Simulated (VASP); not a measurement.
## Mo: single point with PBEsol

Crystal: Mo.

```
CELL_PARAMETERS angstrom
-1.57342 1.57342 1.57342
1.57342 -1.57342 1.57342
1.57342 1.57342 -1.57342
ATOMIC_POSITIONS crystal
Mo 0.00000 0.00000 0.00000
```

```yaml
Program: VASP 6.6.1
Task: single point
Functional: PBEsol
Potentials_or_basis: VASP PAW PBE potentials, release 64 (Mo_sv)
Cutoff: 500 eV
k_mesh: 13 × 13 × 13
Occupations: fermi-dirac, width 0.05 eV
Spin: no spin polarisation
Dipole_correction: no
Further_INCAR_settings: ALGO = Normal; EDIFF = 1e-06; NBANDS = 13
```

```yaml
Pressure: -4.2 GPa
Band_gap_on_the_k_mesh: zero (band 7 reaches 16.16 eV, above the bottom of band 8 at 11.14 eV)
```

Levels at points of the mesh, in eV from the Fermi level:
```tsv
k point	band 3	band 4	band 5	band 6	band 7	band 8	band 9	band 10	band 11	band 12
(0.00, 0.00, 0.00)	-34.60	-34.60	-7.42	-1.50	-1.50	-1.50	1.53	1.53	14.69	14.69
```

It took 22 s on 1 thread of Intel Xeon 8259CL, on a shared host, peak memory 0.13 GiB.

Caveat: the PAW data sets were made with another functional, which shifts forces and pressure a little.
